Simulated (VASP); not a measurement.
A run of VASP 6.6.1:

Contents of INCAR:

```
SYSTEM = AlN
  PREC = Accurate
  ENCUT = 600
  EDIFF = 1E-6
  ISMEAR = 0
  SIGMA = 0.02
  LREAL = .FALSE.
  LASPH = .TRUE.
  NELM = 120
  ALGO = Normal
  ISIF = 2
  LWAVE = .FALSE.
  LCHARG = .FALSE.
  GGA = PE
  NBANDS = 11
  GGA_COMPAT = .FALSE.
```

Contents of KPOINTS:

```
Automatic mesh
0
G
  10 10 10
  0 0 0
```

POSCAR

```
AlN
1.0
    0.0000000000      2.2334090782      2.2334090782
    2.2334090782      0.0000000000      2.2334090782
    2.2334090782      2.2334090782      0.0000000000
Al N
1 1
Direct
    0.0000000000      0.0000000000      0.0000000000
    0.5000000000      0.5000000000      0.5000000000
```

Potentials or basis: VASP PAW PBE potentials, release 64 (Al, N).

Launch:

```console
$ cat potpaw_PBE.64/Al/POTCAR potpaw_PBE.64/N/POTCAR > POTCAR
$ mpirun -np 1 vasp_std > vasp.out
```

Hardware: 1 thread of AMD EPYC 7R43 64-Core Processor (Zen 3), with other jobs on the host.

Question: Estimate the wall time of this run.

Answer: It took 21 s on 1 thread of AMD EPYC 7R43 64-Core Processor (Zen 3), on a shared host, peak memory 0.12 GiB. Counts: scf iterations 12, k points 47.
